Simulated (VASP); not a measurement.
# As (Pm-3n) in VASP: relaxation of cell and atoms with PBE

Aim: the relaxation of cell and atoms of As with PBE.

All numbers are computed with VASP 6.6.1; they aren't measurements. Logs are shortened: lines on timing, memory, paths and dates and some standing lists are left out, and cuts for length are marked.

## (1) The cell of the first run

It takes space group Pm-3n (No. 223, cubic). Conventional cell: a = 5.432 Å, b = 5.432 Å, c = 5.432 Å, α = 90.00°, β = 90.00°, γ = 90.00°. As (site symmetry m-3) has 12 As at 3.04 Å within 4.0 Å. As (site symmetry -4m2) has 14 As at 2.72 to 3.33 Å within 3.6 Å.

## (2) Relaxation of cell and atoms, PBE

Contents of INCAR:

```
SYSTEM = As
ALGO     = Normal         ! electronic algorithm
EDIFF    = 1E-6           ! SCF threshold, eV
EDIFFG   = -0.01          ! ionic threshold
ENCUT    = 600            ! plane-wave cutoff, eV
GGA      = PE             ! functional
IBRION   = 2              ! ionic algorithm
ISIF     = 3              ! what is computed and relaxed
ISMEAR   = 0              ! smearing method
LASPH    = .TRUE.         ! aspherical terms in the spheres
LCHARG   = .FALSE.        ! write CHGCAR
LREAL    = .FALSE.        ! projectors in reciprocal space
LWAVE    = .FALSE.        ! write WAVECAR
NELM     = 60             ! most SCF steps
NSW      = 100            ! ionic steps
PREC     = Accurate       ! precision mode
SIGMA    = 0.1            ! smearing width, eV
```

Contents of KPOINTS:

```
k-points
0
G
  8 8 8
  0 0 0
```

Contents of POSCAR:

```
As
1.0
    5.4315837389      0.0000000000      0.0000000000
    0.0000000000      5.4315837389      0.0000000000
    0.0000000000      0.0000000000      5.4315837389
As
8
Direct
    0.5000000000      0.5000000000      0.5000000000
    0.0000000000      0.0000000000      0.0000000000
    0.2500000000      0.0000000000      0.5000000000
    0.5000000000      0.2500000000      0.0000000000
    0.5000000000      0.7500000000      0.0000000000
    0.7500000000      0.0000000000      0.5000000000
    0.0000000000      0.5000000000      0.7500000000
    0.0000000000      0.5000000000      0.2500000000
```

Potentials or basis: VASP PAW PBE potentials, release 64 (As).

Launch:

```console
> cat potpaw_PBE.64/As/POTCAR > POTCAR
> mpirun -np 1 vasp_std > vasp.out
```

OUTCAR:

```text
SYSTEM = As
   EDIFF = 1E-6
   EDIFFG = -0.01
   ENCUT = 600
   GGA = PE
   IBRION = 2
   ISIF = 3
   ISMEAR = 0
   LASPH = .TRUE.
   LREAL = .FALSE.
   NELM = 60
   NSW = 100
   PREC = Accurate

 ion  position               nearest neighbor table
   1  0.500  0.500  0.500-
   2  0.000  0.000  0.000-
   3  0.250  0.000  0.500-   6 2.72   6 2.72
   4  0.500  0.250  0.000-   5 2.72   5 2.72
   5  0.500  0.750  0.000-   4 2.72   4 2.72
   6  0.750  0.000  0.500-   3 2.72   3 2.72
   7  0.000  0.500  0.750-   8 2.72   8 2.72
   8  0.000  0.500  0.250-   7 2.72   7 2.72

  LATTYP: Found a simple cubic cell.
 ALAT       =     5.4315837389

  Lattice vectors:

 A1 = (   5.4315837389,   0.0000000000,   0.0000000000)
 A2 = (   0.0000000000,   5.4315837389,   0.0000000000)
 A3 = (   0.0000000000,   0.0000000000,   5.4315837389)

Analysis of symmetry for initial positions (statically):
=====================================================================
 Subroutine PRICEL returns:
 Original cell was already a primitive cell.

 Routine SETGRP: Setting up the symmetry group for a
 simple cubic supercell.

 Subroutine GETGRP returns: Found 48 space group operations
 (whereof 24 operations were pure point group operations)
 out of a pool of 48 trial point group operations.

The static configuration has the point symmetry T_h .
 The point group associated with its full space group is O_h .

Analysis of symmetry for dynamics (positions and initial velocities):
=====================================================================
 Subroutine PRICEL returns:
 Original cell was already a primitive cell.

 Routine SETGRP: Setting up the symmetry group for a
 simple cubic supercell.

 Subroutine GETGRP returns: Found 48 space group operations
 (whereof 24 operations were pure point group operations)
 out of a pool of 48 trial point group operations.

The dynamic configuration has the point symmetry T_h .
 The point group associated with its full space group is O_h .

 Subroutine INISYM returns: Found 48 space group operations
 (whereof 24 operations are pure point group operations),
 and found     1 'primitive' translations

----------------------------------------------------------------------------------------

                                     Primitive cell

  volume of cell :     160.2431

  direct lattice vectors                    reciprocal lattice vectors
     5.431583739  0.000000000  0.000000000     0.184108365  0.000000000  0.000000000
     0.000000000  5.431583739  0.000000000     0.000000000  0.184108365  0.000000000
     0.000000000  0.000000000  5.431583739     0.000000000  0.000000000  0.184108365

  length of vectors
     5.431583739  5.431583739  5.431583739     0.184108365  0.184108365  0.184108365

  position of ions in fractional coordinates (direct lattice)
     0.500000000  0.500000000  0.500000000
     0.000000000  0.000000000  0.000000000
     0.250000000  0.000000000  0.500000000
     0.500000000  0.250000000  0.000000000
     0.500000000  0.750000000  0.000000000
     0.750000000  0.000000000  0.500000000
     0.000000000  0.500000000  0.750000000
     0.000000000  0.500000000  0.250000000

  ion indices of the primitive-cell ions
   primitive index   ion index
                 1           1
                 2           2
                 3           3
                 4           4
                 5           5
                 6           6
                 7           7
                 8           8

----------------------------------------------------------------------------------------

 KPOINTS: k-points

Automatic generation of k-mesh.
 Grid dimensions read from file:
 generate k-points for:    8    8    8

 Generating k-lattice:

  Cartesian coordinates                     Fractional coordinates (reciprocal lattice)
     0.023013546  0.000000000  0.000000000     0.125000000  0.000000000  0.000000000
     0.000000000  0.023013546  0.000000000     0.000000000  0.125000000  0.000000000
     0.000000000  0.000000000  0.023013546     0.000000000  0.000000000  0.125000000

  Length of vectors
     0.023013546  0.023013546  0.023013546

  Shift w.r.t. Gamma in fractional coordinates (k-lattice)
     0.000000000  0.000000000  0.000000000

 Subroutine IBZKPT returns following result:
 ===========================================

 Found     35 irreducible k-points:

 Following reciprocal coordinates:
            Coordinates               Weight
  0.000000  0.000000  0.000000      1.000000
  0.125000  0.000000  0.000000      6.000000
  0.250000  0.000000  0.000000      6.000000
  0.375000  0.000000  0.000000      6.000000
  0.500000  0.000000  0.000000      3.000000
  0.125000  0.125000  0.000000     12.000000
[... 16 lines left out ...]
  0.375000  0.375000  0.125000     24.000000
  0.500000  0.375000  0.125000     24.000000
 [... further k-points ...]
   k-points           NKPTS =     35   k-points in BZ     NKDIM =     35   number of bands    NBANDS=     25
   number of dos      NEDOS =    301   number of ions     NIONS =      8
   total plane-waves  NPLWV = 110592
   dimension x,y,z NGX =    48 NGY =   48 NGZ =   48
   dimension x,y,z NGXF=    96 NGYF=   96 NGZF=   96
   ions per type =               8
   NGX,Y,Z   is equivalent  to a cutoff of  14.69, 14.69, 14.69 a.u.
   NGXF,Y,Z  is equivalent  to a cutoff of  29.38, 29.38, 29.38 a.u.
 SYSTEM =  As
   PREC   = accura    normal or accurate (medium, high low for compatibility)
   ISTART =      0    job   : 0-new  1-cont  2-samecut
   ICHARG =      2    charge: 1-file 2-atom 10-const
   ISPIN  =      1    spin polarized calculation?
   LNONCOLLINEAR =      F non collinear calculations
   LSORBIT =      F    spin-orbit coupling
   LASPH  =      T    aspherical Exc in radial PAW
   ENCUT  =  600.0 eV  44.10 Ry    6.64 a.u.  10.85 10.85 10.85*2*pi/ulx,y,z
   NELM   =     60;   NELMIN=  2; NELMDL= -5     # of ELM steps
   EDIFF  = 0.1E-05   stopping-criterion for ELM
   LREAL  =      F    real-space projection
   EDIFFG = -.1E-01   stopping-criterion for IOM
   NSW    =    100    number of steps for IOM
   IBRION =      2    ionic relax: 0-MD 1-quasi-New 2-CG
   NFREE  =      1    steps in history (QN), initial steepest desc. (CG)
   ISIF   =      3    stress and relaxation
   ISYM   =      2    0-nonsym 1-usesym 2-fastsym
   POTIM  = 0.5000    time-step for ionic-motion
   TEBEG  =    0.0;   TEEND  =   0.0 temperature during run
   PSTRESS=    0.0 pullay stress
   NELECT =      40.0000    total number of electrons
   NUPDOWN=      -1.0000    fix difference up-down
   EMIN   =  10.00;   EMAX   =-10.00  energy-range for DOS
   EFERMI =   0.00;   METHOD = LEGACY
   ISMEAR =     0;   SIGMA  =   0.10  broadening in eV -4-tet -1-fermi 0-gaus
   EFERMI_NEDOS =   21; number of points for ismear=-14 and -15
   IALGO  =     38    algorithm
   IMIX   =      4    mixing-type and parameters
     AMIX     =   0.40;   BMIX     =  1.00
     AMIX_MAG =   1.60;   BMIX_MAG =  1.00
  volume/ion in A,a.u.               =      20.03       135.17
  Fermi-wavevector in a.u.,A,eV,Ry     =   1.030786  1.947902 14.456448  1.062519
  Thomas-Fermi vector in A             =   2.164901
   LORBIT       =      0    0 simple, 1 ext, 2 COOP (PROOUT), +10 PAW based schemes
   GGA     = PE    functional components
   LHFCALC =     F    Hartree Fock is set to
   AEXX    =    0.0000 exact exchange contribution
   IVDW    =     0    specifies the selected vdW correction
   LEPSILON=     F    determine dielectric tensor
   LRPA    =     F    only Hartree local field effects (RPA)
 conjugate gradient relaxation of ions
 non-spin polarized calculation
 Gauss-broadening in eV      SIGMA  =   0.10
  energy-cutoff  :      600.00
  volume of cell :      160.24
 maximum number of plane-waves:      5400
 NGX is ok and might be reduce to    48
   NGX = 21   NGY = 21   NGZ = 21

--------------------------------------- Ionic step        1  -------------------------------------------

 number of electron      40.0000007 magnetization

 Free energy of the ion-electron system (eV)
  ---------------------------------------------------
  ext. energy  EPLUGINS =         0.00000000
  ---------------------------------------------------
  free energy    TOTEN  =       -32.69061468 eV

  energy without entropy =      -32.66259003  energy(sigma->0) =      -32.67660236

------------------------ aborting loop because EDIFF is reached ----------------------------------------

  FORCE on cell =-STRESS in cart. coord.  units (eV):
  Direction    XX          YY          ZZ          XY          YZ          ZX
  --------------------------------------------------------------------------------------
  -------------------------------------------------------------------------------------
  Total       -1.4535752     -1.4535752     -1.4535752      0.0000000      0.0000000     -0.0000000
  in kB      -14.5334480    -14.5334480    -14.5334480      0.0000000      0.0000000     -0.0000000
  external PRESSURE =     -14.5334480 kB  Pullay stress =       0.0000000 kB
[... 69 lines left out ...]
  energy  without entropy=      -32.6769238047  energy(sigma->0) =      -32.69013651

--------------------------------------- Ionic step        3  -------------------------------------------

 number of electron      40.0000006 magnetization

 Free energy of the ion-electron system (eV)
  ---------------------------------------------------
  ext. energy  EPLUGINS =         0.00000000
  ---------------------------------------------------
  free energy    TOTEN  =       -32.70506030 eV

  energy without entropy =      -32.67820979  energy(sigma->0) =      -32.69163505

 E-fermi :   6.2062     XC(G=0): -10.6320

 val. band max:        6.1954052056   @ k =   0.2500   0.1250   0.0000
 cond. band min:       6.2073408271   @ k =   0.3750   0.2500   0.0000
 fundamental gap:      0.0119356214
 Fermi energy:         6.2062443809

 k-point     1 :       0.0000    0.0000    0.0000
  band No.  band energies     occupation
      1      -8.7358      2.00000
      2      -5.2793      2.00000
      3      -5.2793      2.00000
      4      -4.9438      2.00000
      5      -3.2222      2.00000
      6      -3.2222      2.00000
[... 661 lines left out ...]
     24       7.2792      0.00000
     25       7.6177      0.00000

 [... further k-points ...]

------------------------ aborting loop because EDIFF is reached ----------------------------------------

  FORCE on cell =-STRESS in cart. coord.  units (eV):
  Direction    XX          YY          ZZ          XY          YZ          ZX
  --------------------------------------------------------------------------------------
  -------------------------------------------------------------------------------------
  Total        0.0047473      0.0047473      0.0047473      0.0000000     -0.0000000      0.0000000
  in kB        0.0484105      0.0484105      0.0484105      0.0000000     -0.0000000      0.0000000
  external PRESSURE =       0.0484105 kB  Pullay stress =       0.0000000 kB
[... 23 lines left out ...]
  FREE ENERGIE OF THE ION-ELECTRON SYSTEM (eV)
  ---------------------------------------------------
  free  energy   TOTEN  =       -32.7050603032 eV

  energy  without entropy=      -32.6782097906  energy(sigma->0) =      -32.69163505

 reached required accuracy - stopping structural energy minimisation
```

Run time: 3.3 min. Hardware: 1 thread of Intel Xeon Platinum 8488C (Sapphire Rapids), shared host; peak memory 0.4 GiB.

What came out:

- Free energy: -32.7051 eV
- Relaxed volume: 19.64 Å³/atom
- Relaxed cell: a = 5.396 Å, b = 5.396 Å, c = 5.396 Å, α = 90.00°, β = 90.00°, γ = 90.00°
- Space group after relaxing (to 0.1 Å): Pm-3n (No. 223)
- Energy gained by relaxing: 1.8 meV/atom
- Ionic steps: 3
- Pressure after relaxing: 0.0 GPa
- Band gap on the k mesh: zero (bands 20 and 21 overlap by 0.93 eV)

Step by step:
```tsv
step	energy change (eV)	largest force (eV/Å)	pressure (GPa)	volume (Å³)
1	0.0000	0.0000	-1.45	160.24
2	-0.0127	0.0000	0.53	156.07
3	-0.0144	0.0000	0.00	157.12
```

Final structure:
```
As
1.0
     5.39602    0.00000    0.00000
     0.00000    5.39602    0.00000
     0.00000    0.00000    5.39602
As
8
Cartesian
  2.6980 2.6980 2.6980
  0.0000 0.0000 0.0000
  1.3490 0.0000 2.6980
  2.6980 1.3490 0.0000
  2.6980 4.0470 0.0000
  4.0470 0.0000 2.6980
  0.0000 2.6980 4.0470
  0.0000 2.6980 1.3490
```
